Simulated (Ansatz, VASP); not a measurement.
## Two plane-wave programs on SrTiO3

```
Sr Ti O
1.0
     3.91270    0.00000    0.00000
     0.00000    3.91270    0.00000
     0.00000    0.00000    3.91270
Sr Ti O
1 1 3
Cartesian
  0.0000 0.0000 0.0000
  1.9564 1.9564 1.9564
  1.9564 0.0000 1.9564
  1.9564 1.9564 0.0000
  0.0000 1.9564 1.9564
```

Alike in both runs: task relaxation of cell and atoms; functional r2SCAN; k mesh 8 × 8 × 8; occupations gaussian, width 0.02 eV; no spin polarisation.

|  | VASP | Ansatz |
| --- | --- | --- |
| version | VASP 6.6.1 | Ansatz 0.2.0 |
| potentials or method | VASP PAW PBE potentials, release 64 (Sr_sv, Ti_sv, O), cutoff 600 eV | scalar-relativistic, plane waves, PAW |
| valence electrons in the cell | 40 | 40 |

```tsv
	VASP	Ansatz	Ansatz less VASP
gap on the k mesh at the Fermi level, each at its own relaxed structure (eV)	2.27	2.27	0.000
relaxed volume (Å³/atom)	11.97	11.93	-0.042
relaxed length of the cell vector where the two differ most in proportion (Å)	3.912	3.908	-0.0046
```

VASP's potentials were made for PBE, not for r2SCAN.
